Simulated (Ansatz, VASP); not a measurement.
Two plane-wave programs on FePt

INCAR

```
  PREC = Accurate
  ENCUT = 520
  EDIFF = 1E-7
  ISMEAR = -1
  SIGMA = 0.05
  LREAL = False
  LASPH = True
  NELM = 150
  ALGO = Normal
  ISIF = 2
  LWAVE = False
  LCHARG = True
  ISPIN = 2
  MAGMOM = 0 3
  LORBIT = 11
  LMAXMIX = 4
  GGA = B5
  ALDAX = 1.0
  AGGAX = 1.0
  AGGAC = 1.0
  ALDAC = 0.0
  LELF = True
  LVHAR = True
  NBANDS = 20
```

File KPOINTS:

```
Automatic mesh
0
Gamma
  10 10 7
```

Contents of POSCAR:

```
FePt
1.0
    2.6866914338      0.0000000000      0.0000000000
    0.0000000000      2.6866914338      0.0000000000
    0.0000000000      0.0000000000      3.6697235666
Pt Fe
1 1
Direct
    0.5000000000      0.5000000000      0.5000000000
    0.0000000000      0.0000000000      0.0000000000
```

File input.yaml:

```yaml
crystal:
  lattice:
    - [2.6866914338, 0.0, 0.0]
    - [0.0, 2.6866914338, 0.0]
    - [0.0, 0.0, 3.6697235666]
  atoms:
    - { symbol: Pt, position: [0.5, 0.5, 0.5] }
    - { symbol: Fe, position: [0.0, 0.0, 0.0], spin: 3.0 }
hamiltonian:
  xc: blyp
  pseudopotentials: { kind: paw }
magnetization:
  spin_polarized: true
kpoints:
  mp_grid: { grid: [10, 10, 7] }
scf:
  occupations: { method: fermi_dirac, width: 0.05 }
output:
  forces: true
  stress: true
  eigenvalues: true
  write_density: true
  write_potential: true
  elf: true
  volumetric_format: npy
```

Alike in both runs: task single point; functional BLYP; k mesh 10 × 10 × 7; occupations fermi-dirac, width 0.05 eV; collinear spin.

|  | VASP | Ansatz |
| --- | --- | --- |
| version | VASP 6.6.1 | Ansatz 0.2.0 |
| potentials or method | VASP PAW PBE potentials, release 64 (Pt, Fe) | Ansatz PAW |
| plane-wave cutoff (eV) | 520 | 420 |
| valence electrons in the cell | 18 | 34 |

VASP gave:

```
gap on the k mesh at the Fermi level (eV)                     : none
pressure (GPa)                                                : 26.1
traceless stress, the component that is largest in VASP (GPa) : -0.10
net moment per atom (μB)                                      : 1.59
size of the moment on the site where the two differ most (μB) : 0.35
```

Task: What did Ansatz give for the same quantities?

Result: gap on the k mesh at the Fermi level (eV): none; pressure (GPa): 25.2; traceless stress, the component that is largest in VASP (GPa): -0.02; net moment per atom (μB): 1.60; size of the moment on the site where the two differ most (μB): 0.40.

VASP's potentials were made for PBE, not for BLYP. Site moments also hang on the region over which each program counts them. A gap of «none» marks a metal or a gap that the smearing closes. With one functional, cell and mesh, what is left measures potentials, basis and numerics. VASP's potentials hold 18 valence electrons a cell and Ansatz's 34, so a difference there can come from the potentials and not from the codes.

Spin-orbit coupling is off throughout.
